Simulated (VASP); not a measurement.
Y3LuO2:

```
Y Lu O
1.0
     3.33853    1.92750    3.39728
    -3.33853    1.92750    3.39728
     0.00000   -3.85500    3.39728
Y Lu O
3 1 2
Direct
  0.50000 0.50000 0.00000
  0.00000 0.50000 0.50000
  0.50000 0.00000 0.50000
  0.00000 0.00000 0.00000
  0.63817 0.63817 0.63817
  0.36183 0.36183 0.36183
```

```yaml
Program: VASP 6.6.1
Task: relaxation of cell and atoms
Functional: PBE
Potentials_or_basis: VASP PAW PBE potentials, release 64 (Y_sv, Lu, O)
Cutoff: 600 eV
k_mesh: 3 × 3 × 3
Occupations: gaussian, width 0.1 eV
Spin: no spin polarisation
```

At the start: pressure 27.1 GPa; volume 21.86 Å³/atom.

**Question.** Where does the relaxation end?

**Answer.** Over 24 steps the energy falls by 783.0 meV/atom and the volume is 23.34 Å³/atom (+6.8 %); space group R-3m (No. 166, to 0.05 Å).

The path:
```tsv
step	energy change (eV)	largest force (eV/Å)	pressure (GPa)	volume (Å³)
1	0.0000	1.4776	27.10	131.17
2	0.6636	1.8695	-13.31	210.75
3	-3.0425	0.8162	-2.34	162.81
4	-3.0591	0.7296	-1.32	160.85
5	-3.0607	0.6945	-0.91	160.09
6	-3.1637	0.7206	-0.73	157.51
7	-3.3925	0.8437	-0.02	149.56
8	-3.4483	1.4362	2.66	132.60
9	-3.5088	1.3741	2.34	132.43
10	-3.6354	1.1260	1.84	131.86
11	-3.3338	0.6912	3.88	130.38
12	-3.6330	1.0519	1.80	131.67
13	-3.6365	0.8275	1.98	131.38
14	-3.7934	0.7224	1.17	133.26
15	-4.1329	0.5545	-0.86	138.85
16	-4.3947	0.4589	-4.57	149.77
17	-4.5710	0.4299	-2.46	145.23
18	-4.6363	0.5422	-0.37	141.04
19	-4.6393	0.5794	0.28	139.87
20	-4.6771	0.3885	0.47	139.26
21	-4.6941	0.0305	0.84	138.54
22	-4.6942	0.0618	0.83	138.59
23	-4.6982	0.0088	-0.18	140.33
24	-4.6983	0.0161	-0.10	140.07
```

Final structure:
```cif
data_structure
_symmetry_space_group_name_H-M 'P 1'
_symmetry_Int_Tables_number 1
_cell_length_a 5.1934
_cell_length_b 5.1934
_cell_length_c 5.1934
_cell_angle_alpha 89.773
_cell_angle_beta 89.773
_cell_angle_gamma 89.773
_cell_volume 140.07
loop_
_atom_site_label
_atom_site_type_symbol
_atom_site_fract_x
_atom_site_fract_y
_atom_site_fract_z
_atom_site_occupancy
Y1 Y 0.50000 0.50000 0.00000 1
Y2 Y 0.00000 0.50000 0.50000 1
Y3 Y 0.50000 0.00000 0.50000 1
Lu1 Lu 0.00000 0.00000 0.00000 1
O1 O 0.75656 0.75656 0.75656 1
O2 O 0.24344 0.24344 0.24344 1
```

Caveat: the k points lie up to 0.40 Å⁻¹ apart in the final cell.
